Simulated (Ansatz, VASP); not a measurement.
**BaTiO3: VASP beside Ansatz**

```
CELL_PARAMETERS angstrom
3.99980 0.00000 0.00000
0.00000 3.99980 0.00000
0.00000 0.00000 4.01800
ATOMIC_POSITIONS crystal
Ba 0.00000 0.00000 0.00000
Ti 0.50000 0.50000 0.49000
O 0.50000 0.50000 0.01900
O 0.50000 0.00000 0.51700
O 0.00000 0.50000 0.51700
```

Alike in both runs: task relaxation of cell and atoms; functional PBE; k mesh 6 × 6 × 6; no spin polarisation.

|  | VASP | Ansatz |
| --- | --- | --- |
| version | VASP 6.6.1 | Ansatz 0.2.0 |
| potentials or method | VASP PAW PBE potentials, release 64 (Ba_sv, Ti_sv, O) | plane waves, PAW |
| plane-wave cutoff (eV) | 600 | 420 |
| occupations | gaussian, width 0.01 eV | fixed |
| valence electrons in the cell | 40 | 40 |

```tsv
	VASP	Ansatz	Ansatz less VASP
gap on the k mesh at the Fermi level, each at its own relaxed structure (eV)	1.77	1.84	+0.078
relaxed volume (Å³/atom)	13.47	13.35	-0.120
relaxed cell length with the largest relative difference (Å)	3.998	3.985	-0.0129
```

Neither program's run includes spin-orbit coupling.
